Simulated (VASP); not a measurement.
# Si (P6/mmm) in VASP: further runs

Runs on Si. Level: LDA. Tasks: single point.

Everything below comes from runs of VASP 6.6.1. Logs are shortened: lines on timing, memory, paths and dates and some standing lists are left out, and cuts for length are marked.

**1. The cell of the first run**

It takes space group P6/mmm (No. 191, hexagonal). The conventional cell has a = 2.608 Å, b = 2.608 Å, c = 2.471 Å, α = 90.00°, β = 90.00°, γ = 120.00°. Si (site symmetry 6/mmm) has 8 Si at 2.47 to 2.61 Å within 3.3 Å.

**2. Single point, LDA**

INCAR

```
  PREC = Accurate
  ENCUT = 500
  EDIFF = 1E-6
  ISMEAR = 0
  SIGMA = 0.15
  LREAL = False
  LASPH = True
  NELM = 120
  ALGO = Normal
  ISIF = 2
  LWAVE = False
  LCHARG = False
  NBANDS = 8
  GGA_COMPAT = False
```

KPOINTS

```
Automatic mesh
0
Gamma
  12 12 14
```

POSCAR

```
Si
1.0
    2.6084914272      0.0000000000      0.0000000000
   -1.3042457136      2.2590198415      0.0000000000
    0.0000000000      0.0000000000      2.4707612060
Si
1
Direct
    0.0000000000      0.0000000000      0.0000000000
```

Potentials or basis: VASP PAW LDA potentials, release 64 (Si).

Launch:

```sh
cat potpaw_LDA.64/Si/POTCAR > POTCAR
mpirun -np 1 vasp_std > vasp.out
```

OUTCAR:

```text
PREC = Accurate
   ENCUT = 500
   EDIFF = 1E-6
   ISMEAR = 0
   LREAL = False
   LASPH = True
   NELM = 120
   ISIF = 2

 ion  position               nearest neighbor table
   1  0.000  0.000  0.000-

  LATTYP: Found a hexagonal cell.
 ALAT       =     2.6084914272
 C/A-ratio  =     0.9471992816

  Lattice vectors:

 A1 = (   2.6084914272,   0.0000000000,   0.0000000000)
 A2 = (  -1.3042457136,   2.2590198415,   0.0000000000)
 A3 = (   0.0000000000,   0.0000000000,   2.4707612060)

Analysis of symmetry for initial positions (statically):
=====================================================================
 Subroutine PRICEL returns:
 Original cell was already a primitive cell.

 Routine SETGRP: Setting up the symmetry group for a
 hexagonal supercell.

 Subroutine GETGRP returns: Found 24 space group operations
 (whereof 24 operations were pure point group operations)
 out of a pool of 24 trial point group operations.

The static configuration has the point symmetry D_6h.

Analysis of symmetry for dynamics (positions and initial velocities):
=====================================================================
 Subroutine PRICEL returns:
 Original cell was already a primitive cell.

 Routine SETGRP: Setting up the symmetry group for a
 hexagonal supercell.

 Subroutine GETGRP returns: Found 24 space group operations
 (whereof 24 operations were pure point group operations)
 out of a pool of 24 trial point group operations.

The dynamic configuration has the point symmetry D_6h.

 Subroutine INISYM returns: Found 24 space group operations
 (whereof 24 operations are pure point group operations),
 and found     1 'primitive' translations

----------------------------------------------------------------------------------------

                                     Primitive cell

  volume of cell :      14.5593

  direct lattice vectors                    reciprocal lattice vectors
     2.608491427  0.000000000  0.000000000     0.383363345  0.221334931  0.000000000
    -1.304245714  2.259019841  0.000000000     0.000000000  0.442669861  0.000000000
     0.000000000  0.000000000  2.470761206     0.000000000  0.000000000  0.404733569

  length of vectors
     2.608491427  2.608491427  2.470761206     0.442669861  0.442669861  0.404733569

  position of ions in fractional coordinates (direct lattice)
     0.000000000  0.000000000  0.000000000

  ion indices of the primitive-cell ions
   primitive index   ion index
                 1           1

----------------------------------------------------------------------------------------

 KPOINTS: Automatic mesh

Automatic generation of k-mesh.
 Grid dimensions read from file:
 generate k-points for:   12   12   14

 Generating k-lattice:

  Cartesian coordinates                     Fractional coordinates (reciprocal lattice)
     0.031946945  0.018444578  0.000000000     0.083333333 -0.000000000  0.000000000
     0.000000000  0.036889155  0.000000000     0.000000000  0.083333333  0.000000000
     0.000000000  0.000000000  0.028909541     0.000000000  0.000000000  0.071428571

  Length of vectors
     0.036889155  0.036889155  0.028909541

  Shift w.r.t. Gamma in fractional coordinates (k-lattice)
     0.000000000  0.000000000  0.000000000

 Subroutine IBZKPT returns following result:
 ===========================================

 Found    152 irreducible k-points:

 Following reciprocal coordinates:
            Coordinates               Weight
  0.000000  0.000000  0.000000      1.000000
  0.083333 -0.000000  0.000000      6.000000
  0.166667  0.000000  0.000000      6.000000
  0.250000  0.000000  0.000000      6.000000
  0.333333 -0.000000  0.000000      6.000000
  0.416667 -0.000000  0.000000      6.000000
[... 16 lines left out ...]
  0.250000  0.000000  0.071429     12.000000
  0.333333 -0.000000  0.071429     12.000000
 [... further k-points ...]
   k-points           NKPTS =    152   k-points in BZ     NKDIM =    152   number of bands    NBANDS=      8
   number of dos      NEDOS =    301   number of ions     NIONS =      1
   total plane-waves  NPLWV =   7200
   dimension x,y,z NGX =    20 NGY =   20 NGZ =   18
   dimension x,y,z NGXF=    40 NGYF=   40 NGZF=   36
   ions per type =               1
   NGX,Y,Z   is equivalent  to a cutoff of  12.75, 12.75, 12.11 a.u.
   NGXF,Y,Z  is equivalent  to a cutoff of  25.49, 25.49, 24.22 a.u.
 SYSTEM =  unknown system
   PREC   = accura    normal or accurate (medium, high low for compatibility)
   ISTART =      0    job   : 0-new  1-cont  2-samecut
   ICHARG =      2    charge: 1-file 2-atom 10-const
   ISPIN  =      1    spin polarized calculation?
   LNONCOLLINEAR =      F non collinear calculations
   LSORBIT =      F    spin-orbit coupling
   LASPH  =      T    aspherical Exc in radial PAW
   ENCUT  =  500.0 eV  36.75 Ry    6.06 a.u.   4.76  4.76  4.50*2*pi/ulx,y,z
   NELM   =    120;   NELMIN=  2; NELMDL= -5     # of ELM steps
   EDIFF  = 0.1E-05   stopping-criterion for ELM
   LREAL  =      F    real-space projection
[... 7 lines left out ...]
   TEBEG  =    0.0;   TEEND  =   0.0 temperature during run
   PSTRESS=    0.0 pullay stress
   NELECT =       4.0000    total number of electrons
   NUPDOWN=      -1.0000    fix difference up-down
   EMIN   =  10.00;   EMAX   =-10.00  energy-range for DOS
   EFERMI =   0.00;   METHOD = LEGACY
   ISMEAR =     0;   SIGMA  =   0.15  broadening in eV -4-tet -1-fermi 0-gaus
   EFERMI_NEDOS =   21; number of points for ismear=-14 and -15
   IALGO  =     38    algorithm
   IMIX   =      4    mixing-type and parameters
     AMIX     =   0.40;   BMIX     =  1.00
     AMIX_MAG =   1.60;   BMIX_MAG =  1.00
  volume/ion in A,a.u.               =      14.56        98.25
  Fermi-wavevector in a.u.,A,eV,Ry     =   1.064261  2.011161 15.410654  1.132651
  Thomas-Fermi vector in A             =   2.199773
   LORBIT       =      0    0 simple, 1 ext, 2 COOP (PROOUT), +10 PAW based schemes
   GGA     = CA    functional components
   LHFCALC =     F    Hartree Fock is set to
   AEXX    =    0.0000 exact exchange contribution
   IVDW    =     0    specifies the selected vdW correction
   LEPSILON=     F    determine dielectric tensor
   LRPA    =     F    only Hartree local field effects (RPA)
 non-spin polarized calculation
 Gauss-broadening in eV      SIGMA  =   0.15
  energy-cutoff  :      500.00
  volume of cell :       14.56
 maximum number of plane-waves:       399
 NGX is ok and might be reduce to    20

 number of electron       4.0000000 magnetization

 Free energy of the ion-electron system (eV)
  ---------------------------------------------------
  ext. energy  EPLUGINS =         0.00000000
  ---------------------------------------------------
  free energy    TOTEN  =        -5.73872110 eV

  energy without entropy =       -5.73425250  energy(sigma->0) =       -5.73648680

 E-fermi :   9.7943     XC(G=0): -11.1783

 val. band max:        9.7686546567   @ k =   0.3333   0.2500   0.4286
 cond. band min:       9.8190354351   @ k =   0.4167   0.1667   0.0000
 fundamental gap:      0.0503807784
 Fermi energy:         9.7943418564

 k-point     1 :       0.0000    0.0000    0.0000
  band No.  band energies     occupation
      1      -4.4048      2.00000
      2      17.2260      0.00000
      3      17.5423      0.00000
      4      20.1830      0.00000
      5      20.1830      0.00000
      6      22.1059      0.00000
      7      22.1059      0.00000
      8      27.6411      0.00000

 k-point     2 :       0.0833   -0.0000    0.0000
  band No.  band energies     occupation
      1      -4.2084      2.00000
      2      16.4711      0.00000
      3      17.7063      0.00000
      4      19.0293      0.00000
      5      19.0557      0.00000
      6      22.1520      0.00000
      7      23.5705      0.00000
      8      29.4355      0.00000

 k-point     3 :       0.1667    0.0000    0.0000
  band No.  band energies     occupation
      1      -3.6206      2.00000
      2      13.9027      0.00000
      3      17.6262      0.00000
      4      18.0969      0.00000
      5      18.1967      0.00000
      6      22.2446      0.00000
      7      26.0048      0.00000
      8      31.0921      0.00000

 k-point     4 :       0.2500    0.0000    0.0000
  band No.  band energies     occupation
      1      -2.6457      2.00000
      2      10.7753      0.00000
      3      16.4712      0.00000
      4      17.4524      0.00000
      5      19.0074      0.00000
      6      22.8226      0.00000
      7      28.8022      0.00000
      8      30.6067      0.00000

 k-point     5 :       0.3333   -0.0000    0.0000
  band No.  band energies     occupation
      1      -1.2917      2.00000
      2       7.7609      2.00000
      3      15.6384      0.00000
      4      16.8820      0.00000
      5      20.1198      0.00000
      6      23.9408      0.00000
      7      28.1752      0.00000
      8      31.8289      0.00000

 k-point     6 :       0.4167   -0.0000    0.0000
  band No.  band energies     occupation
      1       0.4245      2.00000
      2       5.0215      2.00000
      3      15.1372      0.00000
      4      16.4907      0.00000
      5      21.4585      0.00000
      6      25.4589      0.00000
      7      25.9973      0.00000
      8      30.0317      0.00000

 k-point     7 :       0.5000    0.0000    0.0000
  band No.  band energies     occupation
      1       2.1638      2.00000
      2       2.9379      2.00000
      3      14.9700      0.00000
      4      16.3527      0.00000
      5      22.4137      0.00000
      6      24.7553      0.00000
      7      26.6908      0.00000
      8      28.5885      0.00000

 k-point     8 :       0.0833    0.0833    0.0000
  band No.  band energies     occupation
      1      -3.8163      2.00000
      2      15.0545      0.00000
      3      16.5965      0.00000
      4      18.0335      0.00000
      5      19.3902      0.00000
      6      22.6240      0.00000
      7      24.6205      0.00000
      8      31.0999      0.00000

 k-point     9 :       0.1667    0.0833    0.0000
  band No.  band energies     occupation
      1      -3.0349      2.00000
      2      12.4227      0.00000
      3      14.7574      0.00000
      4      18.6843      0.00000
      5      19.5469      0.00000
      6      22.9482      0.00000
      7      26.5453      0.00000
      8      31.7402      0.00000

 k-point    10 :       0.2500    0.0833    0.0000
  band No.  band energies     occupation
      1      -1.8702      2.00000
      2       9.3660      1.99995
      3      13.6769      0.00000
      4      19.3780      0.00000
      5      19.6475      0.00000
      6      23.6092      0.00000
      7      29.1450      0.00000
      8      29.4081      0.00000
[... 78 lines left out ...]
 k-point    18 :       0.3333    0.2500    0.0000
  band No.  band energies     occupation
      1       2.6606      2.00000
      2       5.0262      2.00000
      3       7.3105      2.00000
      4      22.9223      0.00000
      5      24.2064      0.00000
      6      26.2298      0.00000
      7      27.8113      0.00000
      8      28.5434      0.00000

 k-point    19 :       0.3333    0.3333    0.0000
  band No.  band energies     occupation
      1       4.1082      2.00000
      2       5.1809      2.00000
      3       5.1809      2.00000
      4      23.4193      0.00000
      5      25.2320      0.00000
      6      26.9184      0.00000
      7      26.9184      0.00000
      8      29.7298      0.00000

 k-point    20 :       0.0000    0.0000    0.0714
  band No.  band energies     occupation
      1      -4.2862      2.00000
      2      14.7301      0.00000
      3      20.0068      0.00000
      4      20.2746      0.00000
      5      20.2746      0.00000
      6      22.2001      0.00000
      7      22.2001      0.00000
      8      27.7576      0.00000

 k-point    21 :       0.0833   -0.0000    0.0714
  band No.  band energies     occupation
      1      -4.0899      2.00000
      2      14.7294      0.00000
      3      17.9975      0.00000
      4      19.1502      0.00000
      5      20.3797      0.00000
      6      22.4540      0.00000
      7      23.6611      0.00000
      8      29.5623      0.00000

 k-point    22 :       0.1667    0.0000    0.0714
  band No.  band energies     occupation
      1      -3.5024      2.00000
      2      13.7220      0.00000
      3      16.1645      0.00000
      4      17.7226      0.00000
      5      19.7012      0.00000
      6      23.1229      0.00000
      7      26.0900      0.00000
      8      30.7076      0.00000

 k-point    23 :       0.2500    0.0000    0.0714
  band No.  band energies     occupation
      1      -2.5281      2.00000
      2      10.8447      0.00000
      3      16.2601      0.00000
      4      16.5689      0.00000
      5      19.1612      0.00000
      6      24.0959      0.00000
      7      28.8783      0.00000
      8      29.2015      0.00000

 k-point    24 :       0.3333   -0.0000    0.0714
  band No.  band energies     occupation
      1      -1.1748      2.00000
      2       7.8615      2.00000
      3      15.7370      0.00000
      4      16.4319      0.00000
      5      19.3508      0.00000
      6      25.3338      0.00000
      7      26.8262      0.00000
      8      31.8599      0.00000

 [... further k-points ...]
[... 5 lines left out ...]
  --------------------------------------------------------------------------------------
  -------------------------------------------------------------------------------------
  Total        0.0875738      0.0875738     -0.1106533      0.0000000     -0.0000000      0.0000000
  in kB        9.6370590      9.6370590    -12.1768442      0.0000000     -0.0000000      0.0000000
  external PRESSURE =       2.3657579 kB  Pullay stress =       0.0000000 kB

 VOLUME and BASIS-vectors are now :
 -----------------------------------------------------------------------------
  energy-cutoff  :      500.00
  volume of cell :       14.56
      direct lattice vectors                 reciprocal lattice vectors
     2.608491427  0.000000000  0.000000000     0.383363345  0.221334931  0.000000000
    -1.304245714  2.259019841  0.000000000     0.000000000  0.442669861  0.000000000
     0.000000000  0.000000000  2.470761206     0.000000000  0.000000000  0.404733569

 POSITION                                       TOTAL-FORCE (eV/Angst)
 -----------------------------------------------------------------------------------
      0.00000      0.00000      0.00000        -0.000000      0.000000      0.000000
 -----------------------------------------------------------------------------------
    total drift:                                0.000000      0.000000      0.000000

  FREE ENERGIE OF THE ION-ELECTRON SYSTEM (eV)
  ---------------------------------------------------
  free  energy   TOTEN  =        -5.7387211013 eV

  energy  without entropy=       -5.7342524988  energy(sigma->0) =       -5.73648680
```

Wall time 7.1 s (1 thread of Intel Xeon Platinum 8259CL at 2.50GHz (Skylake/Cascade Lake), shared host); peak memory 0.12 GiB.

What came out:

| Quantity | Value |
| --- | --- |
| Free energy | -5.7387 eV |
| Pressure | 0.2 GPa |
| Band gap on the k mesh | zero (band 2 reaches 17.23 eV, above the bottom of band 3 at 5.18 eV) |

**3. Single point, LDA**

This run uses another cell than the first one: it holds 2 atoms, not 1.

INCAR

```
SYSTEM = Si
PREC = Accurate ; ENCUT = 500
EDIFF = 1E-6 ; ISMEAR = 0
SIGMA = 0.15 ; LREAL = .False.
LASPH = .True. ; NELM = 120
ALGO = Normal ; ISIF = 2
LWAVE = .False. ; LCHARG = .False.
GGA = CA ; NBANDS = 11
GGA_COMPAT = .False.
```

KPOINTS

```
Automatic mesh
0
Gamma
  12 12 8
  0 0 0
```

POSCAR

```
Si
1.0
    2.6084914272      0.0000000000      0.0000000000
   -1.3042457136      2.2590198415      0.0000000000
    0.0000000000      0.0000000000      4.9415224119
Si
2
Direct
    0.0000000000      0.0000000000      0.0000000000
    0.0000000000      0.0000000000      0.5000000000
```

Potentials or basis: VASP PAW LDA potentials, release 64 (Si).

Launch:

```sh
cat potpaw_LDA.64/Si/POTCAR > POTCAR
mpirun -np 1 vasp_std > vasp.out
```

It took 12 s on 1 thread of Intel Xeon Platinum 8259CL at 2.50GHz (Skylake/Cascade Lake), shared host; peak memory 0.13 GiB.

The run converged. Its results:

```
Free energy            : -11.4750 eV
Pressure               : 0.1 GPa
Band gap on the k mesh : zero (band 4 reaches 17.23 eV, above the bottom of band 5 at 6.46 eV)
```

Stress tensor (GPa, compression positive):
```
-0.23  0.00  0.00
 0.00 -0.23  0.00
 0.00  0.00  0.80
```

Levels at points of the mesh, in eV from the Fermi level:
| k point | band 2 | band 3 | band 4 | band 5 | band 6 | band 7 |
| --- | --- | --- | --- | --- | --- | --- |
| (0.00, 0.00, 0.00) | -9.35 | -7.26 | 7.45 | 7.76 | 10.40 | 10.40 |
| (0.50, 0.00, 0.00) | -6.84 | -3.03 | -2.09 | -1.97 | 1.44 | 5.19 |
| (0.00, 0.00, 0.50) | -12.75 | -1.26 | -1.26 | 11.51 | 11.51 | 11.51 |
| (0.50, 0.00, 0.50) | -6.18 | -5.55 | -5.55 | 4.03 | 4.03 | 6.38 |
